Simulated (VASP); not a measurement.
Write the native input for VASP 6.6.1 that does the following.

```
Task                               : single point
Functional                         : HSE06
Potentials or basis                : VASP PAW PBE potentials, release 64 (Li_sv, H)
Cutoff                             : 520 eV
k mesh                             : 8 × 8 × 8
Occupations                        : gaussian, width 0.01 eV
Spin                               : no spin polarisation
Dipole correction                  : no
Grid for exact exchange (PRECFOCK) : Normal
Further INCAR settings             : ALGO = Normal; EDIFF = 1e-07; NBANDS = 9
Share of exact exchange            : 0.25
Screening parameter                : 0.2079 1/Å
```

Crystal: LiH.

```
Li H
1.0
     0.00000    1.88356    1.99847
     1.88356    0.00000    1.99847
     1.88356    1.88356    0.00000
Li H
1 1
Direct
  0.00000 0.00000 0.00000
  0.50000 0.50000 0.50000
```

This cell differs from its parent crystal: biaxial xy strain -5.8%.

These files were run (other wordings do the same):

POSCAR

```
LiH
1.0
    0.0000000000      1.8835605110      1.9984726907
    1.8835605110      0.0000000000      1.9984726907
    1.8835605110      1.8835605110      0.0000000000
Li H
1 1
Direct
    0.0000000000      0.0000000000      0.0000000000
    0.5000000000      0.5000000000      0.5000000000
```

INCAR.step1

```
SYSTEM = LiH
ALGO     = Normal         ! electronic algorithm
EDIFF    = 1E-5           ! SCF threshold, eV
ENCUT    = 520            ! plane-wave cutoff, eV
GGA      = PE             ! functional
ISIF     = 2              ! what is computed and relaxed
ISMEAR   = 0              ! smearing method
LASPH    = .True.         ! aspherical terms in the spheres
LCHARG   = .False.        ! write CHGCAR
LREAL    = .False.        ! projectors in reciprocal space
LWAVE    = .True.         ! write WAVECAR
NBANDS   = 9              ! bands
NELM     = 60             ! most SCF steps
PREC     = Accurate       ! precision mode
SIGMA    = 0.01           ! smearing width, eV
```

INCAR.step2

```
SYSTEM = LiH
ALGO     = Normal         ! electronic algorithm
EDIFF    = 1E-7           ! SCF threshold, eV
ENCUT    = 520            ! plane-wave cutoff, eV
GGA      = PE             ! functional
HFSCREEN = 0.2079         ! screening, 1/A
ISIF     = 2              ! what is computed and relaxed
ISMEAR   = 0              ! smearing method
ISTART   = 1            
LASPH    = .True.         ! aspherical terms in the spheres
LCHARG   = .False.        ! write CHGCAR
LHFCALC  = .True.         ! exact exchange
LREAL    = .False.        ! projectors in reciprocal space
LWAVE    = .False.        ! write WAVECAR
NBANDS   = 9              ! bands
NELM     = 60             ! most SCF steps
PREC     = Accurate       ! precision mode
PRECFOCK = Normal       
SIGMA    = 0.01           ! smearing width, eV
```

KPOINTS

```
k-points
0
Gamma
  8 8 8
  0 0 0
```

Potentials or basis: VASP PAW PBE potentials, release 64 (Li_sv, H).

Command:

```console
$ cat potpaw_PBE.64/Li_sv/POTCAR potpaw_PBE.64/H/POTCAR > POTCAR
$ cp INCAR.step1 INCAR
$ mpirun -np 1 vasp_std > vasp.out
$ cp INCAR.step2 INCAR
$ mpirun -np 1 vasp_std > vasp.out
```

It gave:

The band gap on the k mesh is 3.13 eV (least direct gap 3.66 eV).

Caveat: the cell differs from its parent crystal (biaxial xy strain -5.8%).

Run time: 17 min on 1 thread of Intel Xeon 8259CL, on a shared host, peak memory 0.24 GiB.
